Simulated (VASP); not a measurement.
# Mn (P6_3/mmc) in VASP: further runs

The runs below take Mn through single point, with PBE.

All numbers are computed with VASP 6.6.1; they aren't measurements. Logs are shortened: lines on timing, memory, paths and dates and some standing lists are left out, and cuts for length are marked.

## (1) The cell of the first run

The structure is hexagonal, space group P6_3/mmc (No. 194). Conventional cell: a = 3.023 Å, b = 3.023 Å, c = 5.611 Å, α = 90.00°, β = 90.00°, γ = 120.00°. Within 4.0 Å of Mn (site symmetry -6m2) lie 12 Mn at 3.02 to 3.30 Å.

## (2) Single point, PBE, collinear spin, ferromagnetic start (Zn replaced by Mn, lengths x 1.084, strained)

Input file INCAR:

```
SYSTEM = Mn
PREC     = Accurate       ! precision mode
ENCUT    = 520            ! plane-wave cutoff, eV
EDIFF    = 1E-6           ! SCF threshold, eV
ISMEAR   = 0              ! smearing method
SIGMA    = 0.1            ! smearing width, eV
LREAL    = .False.        ! projectors in reciprocal space
LASPH    = .True.         ! aspherical terms in the spheres
NELM     = 150            ! most SCF steps
ALGO     = Normal         ! electronic algorithm
ISIF     = 2              ! what is computed and relaxed
LWAVE    = .False.        ! write WAVECAR
LCHARG   = .True.         ! write CHGCAR
ISPIN    = 2              ! spin polarisation
MAGMOM   = 4.48 4.48      ! initial moments
LORBIT   = 11             ! projections on sites
LMAXMIX  = 4              ! l up to which the mixer works
GGA      = PE             ! functional
LELF     = .True.         ! ELF
LVHAR    = .True.       
NBANDS   = 24             ! bands
```

Input file KPOINTS:

```
Automatic mesh
0
Gamma
  18 18 8
  0 0 0
```

Input file POSCAR:

```
Mn
1.0
    3.0228186081      0.0000000000      0.0000000000
   -1.5114093040      2.6178377056      0.0000000000
    0.0000000000      0.0000000000      5.6112983086
Mn
2
Direct
    0.3333333333      0.6666666667      0.2500000000
    0.6666666667      0.3333333333      0.7500000000
```

Potentials or basis: VASP PAW PBE potentials, release 64 (Mn_pv).

On the command line:

```bash
$ cat potpaw_PBE.64/Mn_pv/POTCAR > POTCAR
$ mpirun -np 1 vasp_std > vasp.out
```

OUTCAR:

```text
SYSTEM = Mn
   PREC = Accurate
   ENCUT = 520
   EDIFF = 1E-6
   ISMEAR = 0
   LREAL = .False.
   LASPH = .True.
   NELM = 150
   ISIF = 2
   ISPIN = 2
   LORBIT = 11
   GGA = PE

 ion  position               nearest neighbor table
   1  0.333  0.667  0.250-
   2  0.667  0.333  0.750-

  LATTYP: Found a hexagonal cell.
 ALAT       =     3.0228186081
 C/A-ratio  =     1.8563132745

  Lattice vectors:

 A1 = (   3.0228186081,   0.0000000000,   0.0000000000)
 A2 = (  -1.5114093040,   2.6178377056,   0.0000000000)
 A3 = (   0.0000000000,   0.0000000000,   5.6112983086)

Analysis of symmetry for initial positions (statically):
=====================================================================
 Subroutine PRICEL returns:
 Original cell was already a primitive cell.

 Routine SETGRP: Setting up the symmetry group for a
 hexagonal supercell.

 Subroutine GETGRP returns: Found 24 space group operations
 (whereof 12 operations were pure point group operations)
 out of a pool of 24 trial point group operations.

The static configuration has the point symmetry D_3d.
 The point group associated with its full space group is D_6h.

Analysis of symmetry for dynamics (positions and initial velocities):
=====================================================================
 Subroutine PRICEL returns:
 Original cell was already a primitive cell.

 Routine SETGRP: Setting up the symmetry group for a
 hexagonal supercell.

 Subroutine GETGRP returns: Found 24 space group operations
 (whereof 12 operations were pure point group operations)
 out of a pool of 24 trial point group operations.

The dynamic configuration has the point symmetry D_3d.
 The point group associated with its full space group is D_6h.

Analysis of structural, dynamic, and magnetic symmetry:
=====================================================================
 Subroutine PRICEL returns:
 Original cell was already a primitive cell.

 Routine SETGRP: Setting up the symmetry group for a
 hexagonal supercell.

 Subroutine GETGRP returns: Found 24 space group operations
 (whereof 12 operations were pure point group operations)
 out of a pool of 24 trial point group operations.

The overall configuration has the point symmetry D_3d.
 The point group associated with its full space group is D_6h.

 Subroutine INISYM returns: Found 24 space group operations
 (whereof 12 operations are pure point group operations),
 and found     1 'primitive' translations

----------------------------------------------------------------------------------------

[... 109 lines left out ...]
   IALGO  =     38    algorithm
   IMIX   =      4    mixing-type and parameters
     AMIX     =   0.40;   BMIX     =  1.00
     AMIX_MAG =   1.60;   BMIX_MAG =  1.00
  volume/ion in A,a.u.               =      22.20       149.83
  Fermi-wavevector in a.u.,A,eV,Ry     =   1.369598  2.588166 25.521804  1.875800
  Thomas-Fermi vector in A             =   2.495459
   LORBIT       =     11    0 simple, 1 ext, 2 COOP (PROOUT), +10 PAW based schemes
   GGA     = PE    functional components
   LHFCALC =     F    Hartree Fock is set to
   AEXX    =    0.0000 exact exchange contribution
   IVDW    =     0    specifies the selected vdW correction
   LEPSILON=     F    determine dielectric tensor
   LRPA    =     F    only Hartree local field effects (RPA)
 spin polarized calculation
 Gauss-broadening in eV      SIGMA  =   0.10
  energy-cutoff  :      520.00
  volume of cell :       44.40
 maximum number of plane-waves:      1232
 NGX is ok and might be reduce to    24
   NGX = 11   NGY = 11   NGZ = 21

 number of electron      25.9999996 magnetization       8.2459085

 Free energy of the ion-electron system (eV)
  ---------------------------------------------------
  ext. energy  EPLUGINS =         0.00000000
  ---------------------------------------------------
  free energy    TOTEN  =       -15.67432311 eV

  energy without entropy =      -15.65558258  energy(sigma->0) =      -15.66495284

 E-fermi :   4.0073     XC(G=0): -10.0658

 val. band max:        4.0066320625   @ k =   0.3333   0.3333   0.2500
 cond. band min:       4.0095668580   @ k =   0.4444   0.0000   0.2500
 fundamental gap:      0.0029347955
 Fermi energy:         4.0073073556

 spin component 1

 k-point     1 :       0.0000    0.0000    0.0000
  band No.  band energies     occupation
      1     -45.9083      1.00000
      2     -45.8766      1.00000
      3     -45.8376      1.00000
      4     -45.8376      1.00000
      5     -45.8343      1.00000
      6     -45.8343      1.00000
[... 637 lines left out ...]
     23      11.9489      0.00000
     24      16.4936      0.00000

 [... further k-points ...]

 spin component 2

 k-point     1 :       0.0000    0.0000    0.0000
  band No.  band energies     occupation
      1     -41.6676      1.00000
      2     -41.6333      1.00000
      3     -41.6333      1.00000
      4     -41.6292      1.00000
      5     -41.6292      1.00000
      6     -41.6274      1.00000
[... 637 lines left out ...]
     23      13.0447      0.00000
     24      17.5247      0.00000

 [... further k-points ...]
[... 5 lines left out ...]
  --------------------------------------------------------------------------------------
  -------------------------------------------------------------------------------------
  Total       -3.2577991     -3.2577991     -4.9564861     -0.0000000      0.0000000      0.0000000
  in kB     -117.5483985   -117.5483985   -178.8406781     -0.0000000      0.0000000      0.0000000
  external PRESSURE =    -137.9791583 kB  Pullay stress =       0.0000000 kB

 VOLUME and BASIS-vectors are now :
 -----------------------------------------------------------------------------
  energy-cutoff  :      520.00
  volume of cell :       44.40
      direct lattice vectors                 reciprocal lattice vectors
     3.022818608  0.000000000  0.000000000     0.330817072  0.190997325  0.000000000
    -1.511409304  2.617837706  0.000000000     0.000000000  0.381994651  0.000000000
     0.000000000  0.000000000  5.611298309     0.000000000  0.000000000  0.178211876

 POSITION                                       TOTAL-FORCE (eV/Angst)
 -----------------------------------------------------------------------------------
     -0.00000      1.74523      1.40282        -0.000000      0.000000      0.000000
      1.51141      0.87261      4.20847         0.000000     -0.000000      0.000000
 -----------------------------------------------------------------------------------
    total drift:                                0.000000     -0.000000      0.000000

  FREE ENERGIE OF THE ION-ELECTRON SYSTEM (eV)
  ---------------------------------------------------
  free  energy   TOTEN  =       -15.6743231078 eV

  energy  without entropy=      -15.6555825822  energy(sigma->0) =      -15.66495284

 total charge

# of ion       s       p       d       tot
------------------------------------------
    1        0.277   6.121   4.898  11.297
    2        0.277   6.121   4.898  11.297
--------------------------------------------------
tot          0.554  12.243   9.797  22.593

 magnetization (x)

# of ion       s       p       d       tot
------------------------------------------
    1        0.006   0.008   3.937   3.951
    2        0.006   0.008   3.937   3.951
--------------------------------------------------
tot          0.012   0.016   7.875   7.903
```

stdout:

```text
POSCAR found type information on POSCAR Mn
 POSCAR found :  1 types and       2 ions
 scaLAPACK will be used
 LDA part: xc-table for (Slater+PW92), standard interpolation
 POSCAR, INCAR and KPOINTS ok, starting setup
 FFT: planning ... GRIDC
 FFT: planning ... GRID_SOFT
 FFT: planning ... GRID
 WAVECAR not read
 entering main loop
```

Wall time 4.7 min (1 thread of Intel Xeon Platinum 8259CL at 2.50GHz (Skylake/Cascade Lake), shared host); peak memory 0.37 GiB.

What came out:

```yaml
Free_energy: -15.6743 eV
Pressure: -13.8 GPa
Net_moment: 8.25 μB per cell
Site_moments: Mn +3.95 μB
Valence_electrons_inside_the_program's_atomic_spheres: Mn 11.30
```

Stress tensor (GPa, compression positive):
```
-11.75   0.00   0.00
  0.00 -11.75   0.00
  0.00   0.00 -17.88
```

Levels at points of the mesh, in eV from the Fermi level:
Spin up:
```
           k point  band 15  band 16  band 17  band 18  band 19  band 20
(0.00, 0.00, 0.00)    -1.90    -1.61    -1.61    -1.14     0.77    12.48
(0.50, 0.00, 0.00)    -1.36    -1.34     0.02     0.99     4.27     4.83
(0.00, 0.00, 0.50)    -1.73    -1.73    -1.73    -1.73     5.96     5.96
(0.50, 0.00, 0.50)    -1.35    -1.35     0.38     0.38     2.97     2.97
```
Spin down:
```tsv
k point	band 7	band 8	band 9	band 10	band 11	band 12
(0.00, 0.00, 0.00)	-5.70	-2.11	-0.80	0.73	1.19	1.19
(0.50, 0.00, 0.00)	-1.38	-0.87	-0.40	-0.07	0.70	0.95
(0.00, 0.00, 0.50)	-4.49	-4.49	0.33	0.33	1.22	1.22
(0.50, 0.00, 0.50)	-1.14	-1.14	-0.05	-0.05	0.95	0.95
```

Caveat: the cell differs from its parent crystal (Zn replaced by Mn, lengths x 1.084, strained).

## (3) Single point, PBE, collinear spin, ferromagnetic start (Zn replaced by Mn, lengths x 1.084, strained)

Input file INCAR:

```
SYSTEM = Mn
ALGO = Normal ; EDIFF = 1E-6
ENCUT = 520 ; GGA = PE
ISIF = 2 ; ISMEAR = 0
ISPIN = 2 ; LASPH = .True.
LCHARG = .True. ; LELF = .True.
LMAXMIX = 4 ; LORBIT = 11
LREAL = .False. ; LVHAR = .True.
LWAVE = .False. ; MAGMOM = 4.3 4.3
NBANDS = 24 ; NELM = 150
PREC = Accurate ; SIGMA = 0.1
```

Input file KPOINTS:

```
k-points
0
Gamma
  18 18 8
  0 0 0
```

Input file POSCAR:

```
Mn
1.0
    2.9775700313      0.0000000000      0.0000000000
   -1.4887850157      2.5786512887      0.0000000000
    0.0000000000      0.0000000000      5.2056861815
Mn
2
Direct
    0.3333333333      0.6666666667      0.2500000000
    0.6666666667      0.3333333333      0.7500000000
```

Potentials or basis: VASP PAW PBE potentials, release 64 (Mn_pv).

On the command line:

```bash
$ cat potpaw_PBE.64/Mn_pv/POTCAR > POTCAR
$ mpirun -np 1 vasp_std > vasp.out
```

It took 5.2 min on 1 thread of Intel Xeon Platinum 8259CL at 2.50GHz (Skylake/Cascade Lake), shared host; peak memory 0.35 GiB.

The run converged. Its results:

| Quantity | Value |
| --- | --- |
| Free energy | -16.1235 eV |
| Pressure | -14.5 GPa |
| Net moment | 7.85 μB per cell |
| Site moments | Mn +3.80 μB |
| Valence electrons inside the program's atomic spheres | Mn 11.34 |

Stress tensor (GPa, compression positive):
```
-12.75   0.00   0.00
  0.00 -12.75   0.00
  0.00   0.00 -17.94
```

Levels at points of the mesh, in eV from the Fermi level:
Spin up:
```tsv
k point	band 15	band 16	band 17	band 18	band 19	band 20
(0.00, 0.00, 0.00)	-1.71	-1.26	-1.26	-0.85	1.98	15.25
(0.50, 0.00, 0.00)	-1.06	-1.01	0.26	1.35	5.28	5.51
(0.00, 0.00, 0.50)	-1.42	-1.42	-1.42	-1.42	7.78	7.78
(0.50, 0.00, 0.50)	-1.03	-1.03	0.56	0.56	3.58	3.58
```
Spin down:
```
           k point  band 6  band 7  band 8  band 9  band 10  band 11  band 12  band 13
(0.00, 0.00, 0.00)  -45.50   -6.00   -1.94   -0.51     0.95     1.26     1.26     1.44
(0.50, 0.00, 0.00)  -45.52   -1.58   -0.97   -0.52    -0.22     0.81     1.13     1.38
(0.00, 0.00, 0.50)  -45.52   -4.58   -4.58    0.47     0.47     1.27     1.27     1.27
(0.50, 0.00, 0.50)  -45.53   -1.30   -1.30   -0.09    -0.09     1.03     1.03     1.94
```

Caveat: the cell differs from its parent crystal (Zn replaced by Mn, lengths x 1.084, strained).
